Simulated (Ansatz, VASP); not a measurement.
Two plane-wave programs on CoSi3

```
CELL_PARAMETERS angstrom
0.00000 2.86752 2.86752
2.86752 0.00000 2.86752
2.86752 2.86752 0.00000
ATOMIC_POSITIONS crystal
Si 0.25000 0.25000 0.25000
Si 0.75000 0.75000 0.75000
Si 0.50000 0.50000 0.50000
Co 0.00000 0.00000 0.00000
```

Alike in both runs: task single point; functional PBE; k mesh 12 × 12 × 12; occupations gaussian, width 0.1 eV; collinear spin.

|  | VASP | Ansatz |
| --- | --- | --- |
| version | VASP 6.6.1 | Ansatz 0.2.0 |
| potentials or method | VASP PAW PBE potentials, release 64 (Si, Co), cutoff 520 eV | scalar-relativistic, plane waves, PAW |
| valence electrons in the cell | 21 | 29 |

|  | VASP | Ansatz | Ansatz less VASP |
| --- | --- | --- | --- |
| gap on the k mesh at the Fermi level (eV) | none | none | - |
| pressure (GPa) | 13.2 | 13.3 | +0.16 |
| net moment per atom (μB) | 0.07 | 0.07 | +0.004 |
| size of the moment on the site where the two differ most (μB) | 0.25 | 0.27 | +0.025 |

Site moments also hang on the region over which each program counts them. A gap of «none» marks a metal or a gap that the smearing closes. The functional is the same, so the differences come from potentials, cutoffs and numerics. VASP's potentials hold 21 valence electrons a cell and Ansatz's 29, so a difference there can come from the potentials and not from the codes.
